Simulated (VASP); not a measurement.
A run of VASP 6.6.1 is set up as follows.

File INCAR:

```
SYSTEM = WC
PREC     = Accurate       ! precision mode
ENCUT    = 910            ! plane-wave cutoff, eV
EDIFF    = 1E-6           ! SCF threshold, eV
ISMEAR   = 0              ! smearing method
SIGMA    = 0.15           ! smearing width, eV
LREAL    = .False.        ! projectors in reciprocal space
LASPH    = .True.         ! aspherical terms in the spheres
NELM     = 120            ! most SCF steps
ALGO     = Normal         ! electronic algorithm
ISIF     = 2              ! what is computed and relaxed
LWAVE    = .False.        ! write WAVECAR
LCHARG   = .False.        ! write CHGCAR
GGA      = PS             ! functional
NBANDS   = 16             ! bands
GGA_COMPAT= .False.
```

Contents of KPOINTS:

```
regular mesh
0
Gamma
  21 21 18
  0 0 0
```

The input POSCAR:

```
WC
1.0
    2.8098007436      0.0000000000      0.0000000000
   -1.4049003718      2.4333588235      0.0000000000
    0.0000000000      0.0000000000      3.0145887278
W C
1 1
Direct
    0.0000000000      0.0000000000      0.0000000000
    0.6666666667      0.3333333333      0.5000000000
```

Potentials or basis: VASP PAW PBE potentials, release 64 (W_sv, C_h).

Launch:

```sh
$ cat potpaw_PBE.64/W_sv/POTCAR potpaw_PBE.64/C_h/POTCAR > POTCAR
$ mpirun -np 1 vasp_std > vasp.out
```

Q: What does it give for the pressure?

A: -1.0 GPa.

Q: Predict the band gap on the k mesh.

A: Zero (band 9 reaches 11.76 eV, above the bottom of band 10 at 10.70 eV).

Stress tensor (GPa, compression positive):
```
 21.11   0.00   0.00
  0.00  21.11   0.00
  0.00   0.00 -45.16
```

Caveat: the cutoff is under 1.25 times the usual one of these potentials, so pressure, stress and relaxed cells hold a basis-set (Pulay) error; the PAW data sets were made with another functional, which shifts forces and pressure a little; spin-orbit coupling is left out, which moves the levels of the heavy elements.
